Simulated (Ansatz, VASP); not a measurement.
**Two plane-wave programs on LiH**

Contents of POSCAR:

```
LiH
1.0
    2.5016587118      0.0000000000      0.0000000000
    0.0000000000      2.5016587118      0.0000000000
    0.0000000000      0.0000000000      2.5016587118
Li H
1 1
Direct
    0.0000000000      0.0000000000      0.0000000000
    0.5000000000      0.5000000000      0.5000000000
```

Contents of INCAR.step1:

```
PREC = Accurate ; ENCUT = 520
ISMEAR = 0 ; SIGMA = 0.01
LREAL = False ; LASPH = True
NELM = 100 ; NBANDS = 9
GGA = PE ; ALGO = Normal
EDIFF = 1E-4 ; LWAVE = True
LCHARG = False
```

File INCAR.step2:

```
PREC = Accurate ; ENCUT = 520
EDIFF = 1E-6 ; ISMEAR = 0
SIGMA = 0.01 ; LREAL = False
LASPH = True ; NELM = 100
ALGO = Normal ; ISIF = 2
LWAVE = False ; LCHARG = False
METAGGA = R2SCAN ; LMIXTAU = True
NBANDS = 9 ; ISTART = 1
```

The input KPOINTS:

```
regular mesh
0
Gamma
  6 6 6
```

Input for Ansatz:

```yaml
crystal:
  lattice:
    - [2.5016587118, 0.0, 0.0]
    - [0.0, 2.5016587118, 0.0]
    - [0.0, 0.0, 2.5016587118]
  atoms:
    - { symbol: Li, position: [0.0, 0.0, 0.0] }
    - { symbol: H, position: [0.5, 0.5, 0.5] }
kpoints:
  mp_grid: { grid: [6, 6, 6] }
hamiltonian:
  xc: r2scan
scf:
  occupations: { method: fixed }
output:
  optics:
    e_range: [0, 30]
    de: 0.1
    sigma: 0.03
    scissors: 0.3
    scheme: gaussian
    bands: { spectra_wanted_up_to: 30 }
```

Alike in both runs: task single point; functional r2SCAN; k mesh 6 × 6 × 6; no spin polarisation.

```csv
,VASP,Ansatz
version,VASP 6.6.1,Ansatz 0.2.0
potentials or method,"VASP PAW PBE potentials, release 64 (Li_sv, H)","plane waves, PAW"
plane-wave cutoff (eV),520,500
occupations,"gaussian, width 0.01 eV",fixed
valence electrons in the cell,4,4
```

|  | VASP | Ansatz | Ansatz less VASP |
| --- | --- | --- | --- |
| gap on the k mesh at the Fermi level (eV) | 1.29 | 1.12 | -0.175 |

VASP's potentials were made for PBE, not for r2SCAN.

Noted on VASP's run: the cutoff is short for stress, so the pressure is rough.
